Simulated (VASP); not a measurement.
Input of a VASP 6.6.1 run:

POSCAR

```
GaAs
1.0
    3.8101400000      0.0000000000      0.0000000000
    0.0000000000      3.8101400000      0.0000000000
    0.0000000000      0.0000000000      2.7389100000
Ga As
1 1
Direct
    0.5000000000      0.5000000000      0.5000000000
    0.0000000000      0.0000000000      0.5000000000
```

The input INCAR.step1:

```
SYSTEM = GaAs
PREC     = Accurate       ! precision mode
ENCUT    = 600            ! plane-wave cutoff, eV
EDIFF    = 1E-5           ! SCF threshold, eV
ISMEAR   = -1             ! smearing method
SIGMA    = 0.05           ! smearing width, eV
LREAL    = .False.        ! projectors in reciprocal space
LASPH    = .True.         ! aspherical terms in the spheres
NELM     = 100            ! most SCF steps
ALGO     = Normal         ! electronic algorithm
LWAVE    = .True.         ! write WAVECAR
LCHARG   = .False.        ! write CHGCAR
GGA      = PE             ! functional
NBANDS   = 16             ! bands
```

INCAR.step2

```
SYSTEM = GaAs
PREC     = Accurate       ! precision mode
ENCUT    = 600            ! plane-wave cutoff, eV
EDIFF    = 1E-7           ! SCF threshold, eV
ISMEAR   = -1             ! smearing method
SIGMA    = 0.05           ! smearing width, eV
LREAL    = .False.        ! projectors in reciprocal space
LASPH    = .True.         ! aspherical terms in the spheres
NELM     = 100            ! most SCF steps
ALGO     = Normal         ! electronic algorithm
ISIF     = 3              ! what is computed and relaxed
LWAVE    = .False.        ! write WAVECAR
LCHARG   = .False.        ! write CHGCAR
GGA      = PE             ! functional
LHFCALC  = .True.         ! exact exchange
AEXX     = 0.25           ! exact-exchange fraction
HFSCREEN = 0.3            ! screening, 1/A
PRECFOCK = Normal       
IBRION   = 2              ! ionic algorithm
NSW      = 60             ! ionic steps
EDIFFG   = -0.01          ! ionic threshold
ISTART   = 1
```

The input KPOINTS:

```
Automatic mesh
0
Gamma
  4 4 5
  0 0 0
```

Potentials or basis: VASP PAW PBE potentials, release 64 (Ga_d, As).

Run with:

```sh
$ cat potpaw_PBE.64/Ga_d/POTCAR potpaw_PBE.64/As/POTCAR > POTCAR
$ cp INCAR.step1 INCAR
$ mpirun -np 1 vasp_std > vasp.out
$ cp INCAR.step2 INCAR
$ mpirun -np 1 vasp_std > vasp.out
```

Problem. Predict the relaxed cell.

Solution. a = 3.933 Å, b = 3.933 Å, c = 2.537 Å, α = 90.00°, β = 90.00°, γ = 90.00°.

Problem. Predict the space group after relaxing (to 0.05 Å).

Solution. P4/mmm (No. 123).

Stress tensor (GPa, compression positive):
```
-0.06  0.00  0.00
 0.00 -0.06  0.00
 0.00  0.00  0.06
```

Caveat: the k points lie up to 0.50 Å⁻¹ apart in the final cell; the PAW data sets were made with another functional, which shifts forces and pressure a little.
